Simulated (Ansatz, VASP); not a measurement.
**AgBr in VASP and in Ansatz**

```
Ag Br
1.0
     0.00000    2.83770    2.83770
     2.83770    0.00000    2.83770
     2.83770    2.83770    0.00000
Ag Br
1 1
Direct
  0.00000 0.00000 0.00000
  0.50000 0.50000 0.50000
```

Alike in both runs: functional PBEsol; k mesh 14 × 14 × 14; occupations fermi-dirac, width 0.1 eV; no spin polarisation.

Ansatz relaxed the structure, and its values are those at the end. VASP's run is a single point on that final structure, the one shown.

|  | VASP | Ansatz |
| --- | --- | --- |
| version | VASP 6.6.1 | Ansatz 0.2.0 |
| potentials or method | VASP PAW PBE potentials, release 64 (Ag, Br) | PAW with Ansatz's default frozen-core files, scalar-relativistic |
| plane-wave cutoff (eV) | 500 | 420 |
| valence electrons in the cell | 18 | 26 |

VASP gave:

| Item | Value |
| --- | --- |
| pressure (GPa) | -0.1 |

Task: Estimate Ansatz's values.

Result: Pressure (GPa): 0.0.

VASP's potentials were made for PBE, not for PBEsol. VASP's potentials hold 18 valence electrons a cell and Ansatz's 26, so a difference there can come from the potentials and not from the codes.
